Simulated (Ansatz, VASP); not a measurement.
# AlSi16 in VASP and in Ansatz

```
Si Al
1.0
     0.00000    5.43000    5.43000
     5.43000    0.00000    5.43000
     5.43000    5.43000    0.00000
Si Al
16 1
Direct
  0.00175 0.00091 0.99862
  0.12360 0.12284 0.12964
  0.00004 0.99938 0.50025
  0.12360 0.12284 0.62383
  0.00174 0.49762 0.99857
  0.13841 0.61983 0.12084
  0.00174 0.49762 0.50198
  0.12356 0.62878 0.62378
  0.49838 0.00092 0.99861
  0.62072 0.13728 0.12095
  0.49839 0.00091 0.50200
  0.62943 0.12283 0.62382
  0.50008 0.49898 0.00040
  0.62056 0.61978 0.12079
  0.49833 0.49761 0.50198
  0.62057 0.61980 0.63873
  0.75010 0.74882 0.25046
```

Alike in both runs: functional PBE; dispersion D3(BJ); k mesh 2 × 2 × 2; occupations fermi-dirac, width 0.02 eV; collinear spin.

Ansatz relaxed the structure, and its values are those at the end. VASP's run is a single point on that final structure, the one shown.

|  | VASP | Ansatz |
| --- | --- | --- |
| version | VASP 6.6.1 | Ansatz 0.2.0 |
| potentials or method | VASP PAW PBE potentials, release 64 (Si, Al), cutoff 520 eV | scalar-relativistic, plane waves, PAW |
| valence electrons in the cell | 67 | 67 |

|  | VASP | Ansatz | Ansatz less VASP |
| --- | --- | --- | --- |
| rms of the force components (eV/Å) | 0.022 | 0.022 | -0.0007 |
| net moment per atom (μB) | 0.00 | 0.00 | -0.001 |

Ansatz's warnings: seeded moment not kept.

The k mesh is coarse, so the values compare programs but aren't converged.
